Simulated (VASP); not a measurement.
A run of VASP 6.6.1:

The input POSCAR:

```
SrVO3
1.0
    3.8578465272      0.0000000000      0.0000000000
    0.0000000000      3.8578465272      0.0000000000
    0.0000000000      0.0000000000      3.8578465272
Sr V O
1 1 3
Direct
    0.5000000000      0.5000000000      0.5000000000
    0.0000000000      0.0000000000      0.0000000000
    0.5000000000      0.0000000000      0.0000000000
    0.0000000000      0.5000000000      0.0000000000
    0.0000000000      0.0000000000      0.5000000000
```

INCAR.step1

```
SYSTEM = SrVO3
PREC     = Accurate       ! precision mode
ENCUT    = 520            ! plane-wave cutoff, eV
EDIFF    = 1E-7           ! SCF threshold, eV
ISMEAR   = 0              ! smearing method
SIGMA    = 0.05           ! smearing width, eV
LREAL    = .FALSE.        ! projectors in reciprocal space
LASPH    = .TRUE.         ! aspherical terms in the spheres
NELM     = 60             ! most SCF steps
ALGO     = Normal         ! electronic algorithm
ISIF     = 2              ! what is computed and relaxed
LWAVE    = .FALSE.        ! write WAVECAR
LCHARG   = .TRUE.         ! write CHGCAR
LMAXMIX  = 4              ! l up to which the mixer works
GGA      = PE             ! functional
NBANDS   = 28             ! bands
```

The input KPOINTS.step1:

```
Automatic mesh
0
G
  8 8 8
  0 0 0
```

Contents of INCAR.step2:

```
SYSTEM = SrVO3
PREC     = Accurate       ! precision mode
ENCUT    = 520            ! plane-wave cutoff, eV
EDIFF    = 1E-7           ! SCF threshold, eV
ISMEAR   = -5             ! smearing method
SIGMA    = 0.05           ! smearing width, eV
LREAL    = .FALSE.        ! projectors in reciprocal space
LASPH    = .TRUE.         ! aspherical terms in the spheres
NELM     = 60             ! most SCF steps
ALGO     = Normal         ! electronic algorithm
ISIF     = 2              ! what is computed and relaxed
LWAVE    = .FALSE.        ! write WAVECAR
LCHARG   = .FALSE.        ! write CHGCAR
LMAXMIX  = 4              ! l up to which the mixer works
GGA      = PE             ! functional
LORBIT   = 11             ! projections on sites
NEDOS    = 2001           ! points of the DOS
ICHARG   = 11             ! starting density
```

KPOINTS.step2

```
Automatic mesh
0
G
  12 12 12
  0 0 0
```

Potentials or basis: VASP PAW PBE potentials, release 64 (Sr_sv, V_sv, O).

Command:

```bash
$ cat potpaw_PBE.64/Sr_sv/POTCAR potpaw_PBE.64/V_sv/POTCAR potpaw_PBE.64/O/POTCAR > POTCAR
$ cp INCAR.step1 INCAR
$ cp KPOINTS.step1 KPOINTS
$ mpirun -np 1 vasp_std > vasp.out
$ cp INCAR.step2 INCAR
$ cp KPOINTS.step2 KPOINTS
$ mpirun -np 1 vasp_std > vasp.out
```

Hardware: 1 thread of Intel(R) Xeon(R) Platinum 8488C (Sapphire Rapids), on a shared host.

Question: Estimate the wall time of this run.

Answer: It took 95 s on 1 thread of Intel(R) Xeon(R) Platinum 8488C (Sapphire Rapids), on a shared host, peak memory 0.24 GiB. Counts: k points 84.
